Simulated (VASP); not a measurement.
PrAgC, 3 atoms in the cell. The structure is hexagonal, space group P-6m2 (No. 187). Conventional cell: a = 3.988 Å, b = 3.988 Å, c = 3.952 Å, α = 90.00°, β = 90.00°, γ = 120.00°. Within 4.0 Å of Pr (site symmetry -6m2) lie 6 C at 3.03 Å and 6 Ag at 3.03 Å and 8 Pr at 3.95 to 3.99 Å. Within 3.1 Å of Ag (site symmetry -6m2) lie 3 C at 2.30 Å and 6 Pr at 3.03 Å. C (site symmetry -6m2) has 3 Ag at 2.30 Å and 6 Pr at 3.03 Å within 3.1 Å. The cell was generated, and may not be a known phase.

* Program: VASP 6.6.1
* Task: single point
* Functional: PBE
* Potentials or basis: VASP PAW PBE potentials, release 64 (Pr_3, Ag, C), 4f in core
* Cutoff: 600 eV
* k mesh: 12 × 12 × 12
* Occupations: gaussian, width 0.1 eV
* Spin: no spin polarisation
* Dipole correction: no
* Further INCAR settings: ALGO = Normal; EDIFF = 1e-06; NBANDS = 20

Potentials or basis: VASP PAW PBE potentials, release 64 (Pr_3, Ag, C), 4f in core.

Command:

```console
$ cat potpaw_PBE.64/Pr_3/POTCAR potpaw_PBE.64/Ag/POTCAR potpaw_PBE.64/C/POTCAR > POTCAR
$ mpirun -np 1 vasp_std > vasp.out
```

Hardware: 1 thread of Intel(R) Xeon(R) 6975P-C (Granite Rapids), with other jobs on the host.

Question: How long does it take, and how much memory?

Answer: Wall time 44 s on 1 thread of Intel(R) Xeon(R) 6975P-C (Granite Rapids), on a shared host, peak memory 0.33 GiB. Counts: scf iterations 14, k points 133.
